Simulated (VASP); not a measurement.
Set up this calculation in VASP 6.6.1, as the native input.

| Item | Value |
| --- | --- |
| Task | density of states |
| Functional | PBE |
| Potentials or basis | VASP PAW PBE potentials, release 64 (Hf_pv) |
| Cutoff | 520 eV |
| k mesh | 12 × 12 × 12 |
| Occupations | fermi-dirac, width 0.1 eV |
| Spin | no spin polarisation |
| Dipole correction | no |
| k mesh for the DOS | 18 × 18 × 18 |
| Occupations for the DOS | tetrahedron |
| Further INCAR settings | ALGO = Normal; EDIFF = 1e-06 |

Crystal: Hf.

```
Hf
1.0
     0.00000    3.27299    3.27299
     3.27299    0.00000    3.27299
     3.27299    3.27299    0.00000
Hf
2
Direct
  0.87500 0.87500 0.87500
  0.12500 0.12500 0.12500
```

One way to write it, as run:

POSCAR

```
Hf
1.0
    0.0000000000      3.2729917522      3.2729917522
    3.2729917522      0.0000000000      3.2729917522
    3.2729917522      3.2729917522      0.0000000000
Hf
2
Direct
   -0.1250000000     -0.1250000000     -0.1250000000
    0.1250000000      0.1250000000      0.1250000000
```

INCAR.step1

```
  PREC = Accurate
  ENCUT = 520
  EDIFF = 1E-6
  ISMEAR = -1
  SIGMA = 0.1
  LREAL = False
  LASPH = True
  NELM = 100
  ALGO = Normal
  ISIF = 2
  LWAVE = False
  LCHARG = True
  LMAXMIX = 4
  GGA = PE
  NBANDS = 17
```

KPOINTS.step1

```
regular mesh
0
Gamma
  12 12 12
```

INCAR.step2

```
  PREC = Accurate
  ENCUT = 520
  EDIFF = 1E-6
  ISMEAR = -5
  SIGMA = 0.1
  LREAL = False
  LASPH = True
  NELM = 100
  ALGO = Normal
  ISIF = 2
  LWAVE = False
  LCHARG = False
  LMAXMIX = 4
  GGA = PE
  LORBIT = 10
  NEDOS = 1001
  ICHARG = 11
```

KPOINTS.step2

```
regular mesh
0
Gamma
  18 18 18
```

Potentials or basis: VASP PAW PBE potentials, release 64 (Hf_pv).

Command:

```bash
$ cat potpaw_PBE.64/Hf_pv/POTCAR > POTCAR
$ cp INCAR.step1 INCAR
$ cp KPOINTS.step1 KPOINTS
$ mpirun -np 1 vasp_std > vasp.out
$ cp INCAR.step2 INCAR
$ cp KPOINTS.step2 KPOINTS
$ mpirun -np 1 vasp_std > vasp.out
```

It gave:

```json
{"Valence electrons inside the program's atomic spheres": "Hf 8.22"}
```

Caveat: spin-orbit coupling is left out, which moves the levels of the heavy elements.

Run time: 4.2 min on 1 thread of AMD EPYC 7R43 64-Core Processor (Zen 3), on a shared host, peak memory 0.28 GiB.
